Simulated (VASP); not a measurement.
# Nb2H3 (P4/mmm) in VASP: a series of runs

The runs below take Nb2H3 through relaxation of cell and atoms, single point, with PBE.

Program: VASP 6.6.1. These are calculated values, not measurements. Logs are shortened: lines on timing, memory, paths and dates and some standing lists are left out, and cuts for length are marked.

### Step 1. The cell of the first run

Symmetry: P4/mmm, No. 123, tetragonal system. The conventional cell has a = 5.859 Å, b = 5.859 Å, c = 3.155 Å, α = 90.00°, β = 90.00°, γ = 90.00°. Within 2.4 Å of Nb (site symmetry m2m) lie 4 H at 1.81 to 2.08 Å. H (site symmetry m2m) has 2 Nb at 1.81 Å and 2 H at 1.93 Å within 2.4 Å. Within 2.8 Å of H (site symmetry mmm) lie 4 Nb at 2.08 Å and 8 H at 2.70 Å.

The cell was generated, and may not be a known phase.

### Step 2. Relaxation of cell and atoms, PBE

INCAR reads:

```
SYSTEM = Nb2H3
ALGO     = Fast           ! electronic algorithm
EDIFF    = 1E-6           ! SCF threshold, eV
EDIFFG   = -0.04          ! ionic threshold
ENCUT    = 600            ! plane-wave cutoff, eV
GGA      = PE             ! functional
IBRION   = 2              ! ionic algorithm
ISIF     = 3              ! what is computed and relaxed
ISMEAR   = 0              ! smearing method
LASPH    = .True.         ! aspherical terms in the spheres
LCHARG   = .False.        ! write CHGCAR
LREAL    = .False.        ! projectors in reciprocal space
LWAVE    = .False.        ! write WAVECAR
NELM     = 100            ! most SCF steps
NSW      = 90             ! ionic steps
PREC     = Accurate       ! precision mode
SIGMA    = 0.1            ! smearing width, eV
```

KPOINTS reads:

```
k-points
0
Gamma
  4 4 6
  0 0 0
```

POSCAR reads:

```
Nb2H3
1.0
    5.8593597676      0.0000000000      0.0000000000
    0.0000000000      5.8593597676      0.0000000000
    0.0000000000      0.0000000000      3.1553018587
Nb H
4 6
Direct
    0.2274205796      0.2274205796      0.0000000000
    0.7725794204      0.7725794204      0.0000000000
    0.7725794204      0.2274205796      0.0000000000
    0.2274205796      0.7725794204      0.0000000000
    0.3350634338      0.3350634338      0.5000000000
    0.6649365662      0.6649365662      0.5000000000
    0.6649365662      0.3350634338      0.5000000000
    0.3350634338      0.6649365662      0.5000000000
    0.0000000000      0.5000000000      0.0000000000
    0.5000000000      0.0000000000      0.0000000000
```

Potentials or basis: VASP PAW PBE potentials, release 64 (Nb_sv, H).

Command:

```
$ cat potpaw_PBE.64/Nb_sv/POTCAR potpaw_PBE.64/H/POTCAR > POTCAR
$ mpirun -np 1 vasp_std > vasp.out
```

OUTCAR:

```text
SYSTEM = Nb2H3
   EDIFF = 1E-6
   EDIFFG = -0.04
   ENCUT = 600
   GGA = PE
   IBRION = 2
   ISIF = 3
   ISMEAR = 0
   LASPH = .True.
   LREAL = .False.
   NELM = 100
   NSW = 90
   PREC = Accurate

 ion  position               nearest neighbor table
   1  0.227  0.227  0.000-   5 1.81   5 1.81   3 2.67   4 2.67
   2  0.773  0.773  0.000-   6 1.81   6 1.81   3 2.67   4 2.67
   3  0.773  0.227  0.000-   7 1.81   7 1.81   1 2.67   2 2.67
   4  0.227  0.773  0.000-   8 1.81   8 1.81   1 2.67   2 2.67
   5  0.335  0.335  0.500-   1 1.81   1 1.81
   6  0.665  0.665  0.500-   2 1.81   2 1.81
   7  0.665  0.335  0.500-   3 1.81   3 1.81
   8  0.335  0.665  0.500-   4 1.81   4 1.81
   9  0.000  0.500  0.000-
  10  0.500  0.000  0.000-

  LATTYP: Found a simple tetragonal cell.
 ALAT       =     5.8593597676
 C/A-ratio  =     0.5385062505

  Lattice vectors:

 A1 = (   5.8593597676,   0.0000000000,   0.0000000000)
 A2 = (   0.0000000000,   5.8593597676,   0.0000000000)
 A3 = (   0.0000000000,   0.0000000000,   3.1553018587)

Analysis of symmetry for initial positions (statically):
=====================================================================
 Subroutine PRICEL returns:
 Original cell was already a primitive cell.

 Routine SETGRP: Setting up the symmetry group for a
 simple tetragonal supercell.

 Subroutine GETGRP returns: Found 16 space group operations
 (whereof 16 operations were pure point group operations)
 out of a pool of 16 trial point group operations.

The static configuration has the point symmetry D_4h.

Analysis of symmetry for dynamics (positions and initial velocities):
=====================================================================
 Subroutine PRICEL returns:
 Original cell was already a primitive cell.

 Routine SETGRP: Setting up the symmetry group for a
 simple tetragonal supercell.

 Subroutine GETGRP returns: Found 16 space group operations
 (whereof 16 operations were pure point group operations)
 out of a pool of 16 trial point group operations.

The dynamic configuration has the point symmetry D_4h.

[... 186 lines left out ...]
 -----------------------------------------------------------------------------------
      1.33254      1.33254      0.00000        -0.055966     -0.055966      0.000000
      4.52682      4.52682      0.00000         0.055966      0.055966      0.000000
      4.52682      1.33254      0.00000         0.055966     -0.055966     -0.000000
      1.33254      4.52682      0.00000        -0.055966      0.055966      0.000000
      1.96326      1.96326      1.57765         0.036494      0.036494     -0.000000
      3.89610      3.89610      1.57765        -0.036494     -0.036494      0.000000
      3.89610      1.96326      1.57765        -0.036494      0.036494     -0.000000
      1.96326      3.89610      1.57765         0.036494     -0.036494      0.000000
      0.00000      2.92968      0.00000        -0.000000     -0.000000      0.000000
      2.92968      0.00000      0.00000        -0.000000     -0.000000      0.000000
 -----------------------------------------------------------------------------------
    total drift:                                0.000000      0.000000      0.000000

  FREE ENERGIE OF THE ION-ELECTRON SYSTEM (eV)
  ---------------------------------------------------
  free  energy   TOTEN  =       -57.5224761649 eV

  energy  without entropy=      -57.4996685906  energy(sigma->0) =      -57.51107238

--------------------------------------- Ionic step        2  -------------------------------------------

 number of electron      58.0000001 magnetization

 Free energy of the ion-electron system (eV)
  ---------------------------------------------------
  ext. energy  EPLUGINS =         0.00000000
  ---------------------------------------------------
  free energy    TOTEN  =       -57.52352089 eV

  energy without entropy =      -57.50095057  energy(sigma->0) =      -57.51223573

 E-fermi :   7.1683     XC(G=0): -11.0011

 val. band max:        7.1621156488   @ k =   0.2500   0.2500   0.1667
 cond. band min:       7.1849898198   @ k =   0.5000   0.0000   0.3333
 fundamental gap:      0.0228741710
 Fermi energy:         7.1682738069

 k-point     1 :       0.0000    0.0000    0.0000
  band No.  band energies     occupation
      1     -47.6819      2.00000
      2     -47.5520      2.00000
      3     -47.5520      2.00000
      4     -47.4263      2.00000
      5     -24.2946      2.00000
      6     -24.2068      2.00000
[... 901 lines left out ...]
     34       8.5236      0.00000
     35       9.0633      0.00000

------------------------ aborting loop because EDIFF is reached ----------------------------------------

  FORCE on cell =-STRESS in cart. coord.  units (eV):
  Direction    XX          YY          ZZ          XY          YZ          ZX
  --------------------------------------------------------------------------------------
  -------------------------------------------------------------------------------------
  Total        0.0792762      0.0792762     -0.3002779      0.0000000      0.0000000     -0.0000000
  in kB        1.1679737      1.1679737     -4.4239861      0.0000000      0.0000000     -0.0000000
  external PRESSURE =      -0.6960129 kB  Pullay stress =       0.0000000 kB

 VOLUME and BASIS-vectors are now :
 -----------------------------------------------------------------------------
  energy-cutoff  :      600.00
  volume of cell :      108.75
      direct lattice vectors                 reciprocal lattice vectors
     5.861758459  0.000000000  0.000000000     0.170597272  0.000000000  0.000000000
     0.000000000  5.861758459  0.000000000     0.000000000  0.170597272  0.000000000
     0.000000000  0.000000000  3.164932117    -0.000000000  0.000000000  0.315962543

 POSITION                                       TOTAL-FORCE (eV/Angst)
 -----------------------------------------------------------------------------------
      1.33038      1.33038      0.00000         0.021425      0.021425      0.000000
      4.53138      4.53138      0.00000        -0.021425     -0.021425     -0.000000
      4.53138      1.33038      3.16493        -0.021425      0.021425     -0.000000
      1.33038      4.53138      0.00000         0.021425     -0.021425      0.000000
      1.96582      1.96582      1.58247        -0.011091     -0.011091     -0.000000
      3.89594      3.89594      1.58247         0.011091      0.011091      0.000000
      3.89594      1.96582      1.58247         0.011091     -0.011091      0.000000
      1.96582      3.89594      1.58247        -0.011091      0.011091     -0.000000
      5.86176      2.93088      0.00000         0.000000      0.000000      0.000000
      2.93088      5.86176      0.00000         0.000000      0.000000      0.000000
 -----------------------------------------------------------------------------------
    total drift:                                0.000000      0.000000      0.000000

  FREE ENERGIE OF THE ION-ELECTRON SYSTEM (eV)
  ---------------------------------------------------
  free  energy   TOTEN  =       -57.5235208886 eV

  energy  without entropy=      -57.5009505694  energy(sigma->0) =      -57.51223573

 reached required accuracy - stopping structural energy minimisation
```

OSZICAR:

```text
N       E                     dE             d eps       ncg     rms          rms(c)
DAV:   1     0.778269035762E+03    0.77827E+03   -0.34060E+04  1680   0.186E+03
DAV:   2     0.900588746483E+01   -0.76926E+03   -0.75749E+03  1979   0.724E+02
DAV:   3    -0.557459808997E+02   -0.64752E+02   -0.63235E+02  2800   0.155E+02
[... 61 lines left out ...]
RMM:  12    -0.575235138597E+02    0.32143E-05   -0.37337E-05  2212   0.365E-02    0.810E-03
RMM:  13    -0.575235171123E+02   -0.32526E-05   -0.34648E-05  1930   0.186E-02    0.709E-03
RMM:  14    -0.575235185778E+02   -0.14655E-05   -0.15133E-05  1693   0.157E-02    0.639E-03
RMM:  15    -0.575235201826E+02   -0.16048E-05   -0.15555E-05  1559   0.130E-02    0.410E-03
RMM:  16    -0.575235208886E+02   -0.70598E-06   -0.76891E-06  1412   0.109E-02
   2 F= -.57523521E+02 E0= -.57512236E+02  d E =-.104472E-02
```

Run time: 16 min. Hardware: 1 thread of Oxide Virtual Turin-like, shared host; peak memory 0.27 GiB.

Results:

* Free energy: -57.5235 eV
* Relaxed volume: 10.87 Å³/atom
* Relaxed cell: a = 5.862 Å, b = 5.862 Å, c = 3.165 Å, α = 90.00°, β = 90.00°, γ = 90.00°
* Space group after relaxing (to 0.1 Å): P4/mmm (No. 123)
* Energy gained by relaxing: 0.1 meV/atom
* Ionic steps: 2
* Pressure after relaxing: -0.1 GPa
* Largest force after relaxing: 0.030 eV/Å
* Band gap on the k mesh: zero (bands 29 and 30 overlap by 1.17 eV)

Forces on the atoms (eV/Å):
```
Nb   0.021  0.021  0.000
Nb  -0.021 -0.021  0.000
Nb  -0.021  0.021  0.000
Nb   0.021 -0.021  0.000
H   -0.011 -0.011  0.000
H    0.011  0.011  0.000
H    0.011 -0.011  0.000
H   -0.011  0.011  0.000
H    0.000  0.000  0.000
H    0.000  0.000  0.000
```

The path:
| step | energy change (eV) | largest force (eV/Å) | pressure (GPa) | volume (Å³) |
| --- | --- | --- | --- | --- |
| 1 | 0.0000 | 0.0791 | 0.40 | 108.33 |
| 2 | -0.0010 | 0.0303 | -0.07 | 108.75 |

Final structure:
```
Nb H
1.0
     5.86176    0.00000    0.00000
     0.00000    5.86176    0.00000
     0.00000    0.00000    3.16493
Nb H
4 6
Direct
  0.22696 0.22696 0.00000
  0.77304 0.77304 0.00000
  0.77304 0.22696 0.00000
  0.22696 0.77304 0.00000
  0.33536 0.33536 0.50000
  0.66464 0.66464 0.50000
  0.66464 0.33536 0.50000
  0.33536 0.66464 0.50000
  0.00000 0.50000 0.00000
  0.50000 0.00000 0.00000
```

Levels at points of the mesh, in eV from the Fermi level:
```tsv
k point	band 25	band 26	band 27	band 28	band 29	band 30	band 31	band 32	band 33	band 34
(0.00, 0.00, 0.00)	-1.78	-1.78	-1.02	0.26	0.40	0.76	0.76	1.03	1.03	3.21
(0.50, 0.00, 0.00)	-1.28	-0.94	-0.06	0.45	0.50	0.81	0.99	1.06	1.67	1.73
(0.50, 0.50, 0.00)	-0.56	-0.41	-0.08	-0.08	0.37	0.95	0.97	1.01	1.43	1.44
(0.00, 0.00, 0.50)	-1.63	-1.42	-1.42	-1.34	-0.32	-0.32	1.39	1.39	2.44	3.08
(0.50, 0.00, 0.50)	-1.73	-1.46	-0.74	-0.58	-0.17	0.06	0.43	1.57	1.75	2.08
(0.50, 0.50, 0.50)	-1.07	-0.98	-0.15	-0.13	-0.11	0.25	0.49	0.49	0.58	1.36
```

### Step 3. Single point, PBE

This run uses another cell than the first one, of 10.90 Å³/atom.

INCAR reads:

```
SYSTEM = Nb2H3
PREC     = Accurate       ! precision mode
ENCUT    = 520            ! plane-wave cutoff, eV
EDIFF    = 1E-6           ! SCF threshold, eV
ISMEAR   = 0              ! smearing method
SIGMA    = 0.1            ! smearing width, eV
LREAL    = .FALSE.        ! projectors in reciprocal space
LASPH    = .TRUE.         ! aspherical terms in the spheres
NELM     = 100            ! most SCF steps
ALGO     = Fast           ! electronic algorithm
ISIF     = 2              ! what is computed and relaxed
LWAVE    = .FALSE.        ! write WAVECAR
LCHARG   = .FALSE.        ! write CHGCAR
GGA      = PE             ! functional
NBANDS   = 40             ! bands
```

KPOINTS reads:

```
Automatic mesh
0
G
  6 6 12
  0 0 0
```

POSCAR reads:

```
Nb2H3
1.0
    5.8750026864      0.0000000000      0.0000000000
    0.0000000000      5.8750026864      0.0000000000
    0.0000000000      0.0000000000      3.1588835427
Nb H
4 6
Direct
    0.2266811053      0.2266811053      0.0000000000
    0.7733188947      0.7733188947      0.0000000000
    0.7733188947      0.2266811053      0.0000000000
    0.2266811053      0.7733188947      0.0000000000
    0.3351465253      0.3351465253      0.5000000000
    0.6648534747      0.6648534747      0.5000000000
    0.6648534747      0.3351465253      0.5000000000
    0.3351465253      0.6648534747      0.5000000000
    0.0000000000      0.5000000000      0.0000000000
    0.5000000000      0.0000000000      0.0000000000
```

Potentials or basis: VASP PAW PBE potentials, release 64 (Nb_sv, H).

Command:

```
$ cat potpaw_PBE.64/Nb_sv/POTCAR potpaw_PBE.64/H/POTCAR > POTCAR
$ mpirun -np 1 vasp_std > vasp.out
```

It took 21 min on 1 thread of Oxide Virtual Turin-like, shared host; peak memory 0.34 GiB.

The run converged. Its results:

| Quantity | Value |
| --- | --- |
| Free energy | -57.5560 eV |
| Pressure | -0.3 GPa |
| Largest force | 0.004 eV/Å |
| Band gap on the k mesh | zero (bands 29 and 30 overlap by 1.35 eV) |

Forces in eV/Å, atoms in the order of the input:
```
Nb  -0.001 -0.001  0.000
Nb   0.001  0.001  0.000
Nb   0.001 -0.001  0.000
Nb  -0.001  0.001  0.000
H   -0.003 -0.003  0.000
H    0.003  0.003  0.000
H    0.003 -0.003  0.000
H   -0.003  0.003  0.000
H    0.000  0.000  0.000
H    0.000  0.000  0.000
```

Stress tensor (GPa, compression positive):
```
-0.26  0.00  0.00
 0.00 -0.26  0.00
 0.00  0.00 -0.37
```

Levels at points of the mesh, in eV from the Fermi level:
| k point | band 25 | band 26 | band 27 | band 28 | band 29 | band 30 | band 31 | band 32 | band 33 | band 34 |
| --- | --- | --- | --- | --- | --- | --- | --- | --- | --- | --- |
| (0.00, 0.00, 0.00) | -1.75 | -1.75 | -1.02 | 0.31 | 0.46 | 0.76 | 0.76 | 1.06 | 1.06 | 3.19 |
| (0.50, 0.00, 0.00) | -1.26 | -0.93 | -0.06 | 0.46 | 0.54 | 0.86 | 0.98 | 1.09 | 1.65 | 1.72 |
| (0.50, 0.50, 0.00) | -0.54 | -0.41 | -0.07 | -0.07 | 0.39 | 0.94 | 0.94 | 1.02 | 1.46 | 1.47 |
| (0.00, 0.00, 0.50) | -1.62 | -1.38 | -1.38 | -1.29 | -0.32 | -0.32 | 1.41 | 1.41 | 2.42 | 3.09 |
| (0.50, 0.00, 0.50) | -1.69 | -1.41 | -0.73 | -0.55 | -0.18 | 0.10 | 0.45 | 1.60 | 1.74 | 2.07 |
| (0.50, 0.50, 0.50) | -1.04 | -0.99 | -0.13 | -0.13 | -0.07 | 0.26 | 0.51 | 0.51 | 0.59 | 1.39 |

The gap in the log of VASP goes by the Fermi energy; the results here count the filled bands.